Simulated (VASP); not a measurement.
Set up this calculation in VASP 6.6.1, as the native input.

```
Task                               : single point
Functional                         : PBE0
Potentials or basis                : VASP PAW PBE potentials, release 64 (Pd)
Cutoff                             : 520 eV
k mesh                             : 6 × 6 × 6
Occupations                        : fermi-dirac, width 0.05 eV
Spin                               : no spin polarisation
Dipole correction                  : no
Grid for exact exchange (PRECFOCK) : Normal
Further INCAR settings             : ALGO = Normal; EDIFF = 1e-06; NBANDS = 11
Share of exact exchange            : 0.25
```

Pd:

```
Pd
1.0
    -1.57228    1.57228    1.57228
     1.57228   -1.57228    1.57228
     1.57228    1.57228   -1.57228
Pd
1
Direct
  0.00000 0.00000 0.00000
```

This isn't the form of Pd at room conditions, which is fcc.

These files were run (other wordings do the same):

POSCAR

```
Pd
1.0
   -1.5722810000      1.5722810000      1.5722810000
    1.5722810000     -1.5722810000      1.5722810000
    1.5722810000      1.5722810000     -1.5722810000
Pd
1
Direct
    0.0000000000      0.0000000000      0.0000000000
```

INCAR.step1

```
ALGO     = Normal         # electronic algorithm
EDIFF    = 1E-5           # SCF threshold, eV
ENCUT    = 520            # plane-wave cutoff, eV
GGA      = PE             # functional
ISIF     = 2              # what is computed and relaxed
ISMEAR   = -1             # smearing method
LASPH    = True           # aspherical terms in the spheres
LCHARG   = False          # write CHGCAR
LREAL    = False          # projectors in reciprocal space
LWAVE    = True           # write WAVECAR
NBANDS   = 11             # bands
NELM     = 100            # most SCF steps
PREC     = Accurate       # precision mode
SIGMA    = 0.05           # smearing width, eV
```

INCAR.step2

```
AEXX     = 0.25           # exact-exchange fraction
ALGO     = Normal         # electronic algorithm
EDIFF    = 1E-6           # SCF threshold, eV
ENCUT    = 520            # plane-wave cutoff, eV
GGA      = PE             # functional
ISIF     = 2              # what is computed and relaxed
ISMEAR   = -1             # smearing method
ISTART   = 1            
LASPH    = True           # aspherical terms in the spheres
LCHARG   = False          # write CHGCAR
LHFCALC  = True           # exact exchange
LREAL    = False          # projectors in reciprocal space
LWAVE    = False          # write WAVECAR
NBANDS   = 11             # bands
NELM     = 100            # most SCF steps
PREC     = Accurate       # precision mode
PRECFOCK = Normal       
SIGMA    = 0.05           # smearing width, eV
```

KPOINTS

```
k-points
0
Gamma
  6 6 6
```

Potentials or basis: VASP PAW PBE potentials, release 64 (Pd).

The run is started by

```bash
$ cat potpaw_PBE.64/Pd/POTCAR > POTCAR
$ cp INCAR.step1 INCAR
$ mpirun -np 1 vasp_std > vasp.out
$ cp INCAR.step2 INCAR
$ mpirun -np 1 vasp_std > vasp.out
```

Results of the run:

```json
{
 "Pressure": "-6.9 GPa",
 "Band gap on the k mesh": "zero (bands 5 and 6 overlap by 2.85 eV)"
}
```

Caveat: the k points lie up to 0.47 Å⁻¹ apart, too coarse for converged energies and pressures of a metal; the PAW data sets were made with another functional, which shifts forces and pressure a little.

Run time: 6.1 min on 1 thread of AMD EPYC 7R43 64-Core Processor (Zen 3) (shared host), peak memory 0.1 GiB.
